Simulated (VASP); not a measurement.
Input of a VASP 6.6.1 run:

The input INCAR:

```
  ALGO = Fast
  EDIFF = 1E-7
  ENCUT = 520
  GGA = PS
  ISIF = 2
  ISMEAR = -1
  IVDW = 12
  LASPH = True
  LCHARG = False
  LREAL = False
  LWAVE = False
  NBANDS = 20
  NELM = 100
  PREC = Accurate
  SIGMA = 0.05
```

File KPOINTS:

```
k-points
0
Gamma
  11 11 6
```

File POSCAR:

```
Tc
1.0
    2.7057420031      0.0000000000      0.0000000000
   -1.3528710015      2.3432413107      0.0000000000
    0.0000000000      0.0000000000      4.3421047566
Tc
2
Direct
    0.6666666667      0.3333333333      0.7500000000
    0.3333333333      0.6666666667      0.2500000000
```

Potentials or basis: VASP PAW PBE potentials, release 64 (Tc_pv).

Run with:

```bash
$ cat potpaw_PBE.64/Tc_pv/POTCAR > POTCAR
$ mpirun -np 1 vasp_std > vasp.out
```

(1) Predict the dispersion energy per atom.

(2) What does it give for the band gap on the k mesh?

Answers

(1) -0.641 eV.

(2) zero (band 13 reaches 14.69 eV, above the bottom of band 14 at 11.39 eV).

Caveat: three body term missing.
